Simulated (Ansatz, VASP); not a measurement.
One calculation of PbO, two programs

```
Pb O
1.0
     3.63641    0.00000    0.00000
    -1.81820    3.14922    0.00000
     0.00000    0.00000    6.59701
Pb O
2 2
Direct
  0.00000 0.00000 0.00000
  0.00000 0.00000 0.50000
  0.33333 0.66667 0.25000
  0.66667 0.33333 0.75000
```

Alike in both runs: task single point; functional r2SCAN; k mesh 9 × 9 × 4; occupations fermi-dirac, width 0.02 eV; no spin polarisation.

|  | VASP | Ansatz |
| --- | --- | --- |
| version | VASP 6.6.1 | Ansatz 0.2.0 |
| potentials or method | VASP PAW PBE potentials, release 64 (Pb_d, O) | plane waves, PAW |
| plane-wave cutoff (eV) | 520 | 500 |
| valence electrons in the cell | 40 | 40 |

|  | VASP | Ansatz | Ansatz less VASP |
| --- | --- | --- | --- |
| pressure (GPa) | -4.9 | -4.9 | -0.09 |
| traceless stress, the component that is largest in VASP (GPa) | -1.04 | -1.07 | -0.027 |

VASP's potentials were made for PBE, not for r2SCAN.

Neither program's run includes spin-orbit coupling.
